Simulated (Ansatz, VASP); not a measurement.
**Ge2Sb2Te5 in VASP and in Ansatz**

```xyz
9
Lattice="4.1959 0.0000 0.0000 -2.0979 3.6338 0.0000 0.0000 0.0000 16.6750" Properties=species:S:1:pos:R:3 pbc="T T T"
Te    0.0000    0.0000    0.0000
Te    2.0979    1.2113    3.3205
Te    0.0000    2.4225    7.0239
Te    2.0979    1.2113    9.6511
Te    0.0000    2.4225   13.3545
Ge    0.0000    2.4225    1.6787
Ge    2.0979    1.2113   14.9963
Sb    0.0000    0.0000    5.3077
Sb    0.0000    0.0000   11.3672
```

Alike in both runs: functional LDA; k mesh 10 × 10 × 2; occupations gaussian, width 0.03 eV; no spin polarisation.

Ansatz relaxed the structure, and its values are those at the end. VASP's run is a single point on that final structure, the one shown.

```csv
,VASP,Ansatz
version,VASP 6.6.1,Ansatz 0.2.0
potentials or method,"VASP PAW LDA potentials, release 64 (Te, Ge_d, Sb)","scalar-relativistic, plane waves, PAW"
plane-wave cutoff (eV),520,420
valence electrons in the cell,68,138
```

```tsv
	VASP	Ansatz	Ansatz less VASP
gap on the k mesh at the Fermi level (eV)	0.03	0.06	+0.028
least direct gap on the mesh (eV)	0.03	0.06	+0.028
pressure (GPa)	0.2	0.0	-0.15
rms of the force components (eV/Å)	0.019	0.002	-0.0172
```

LDA's correlation is that of Perdew and Zunger in VASP and of Perdew and Wang (1992) in Ansatz. VASP's potentials hold 68 valence electrons a cell and Ansatz's 138, so a difference there can come from the potentials and not from the codes.

Neither program's run includes spin-orbit coupling.
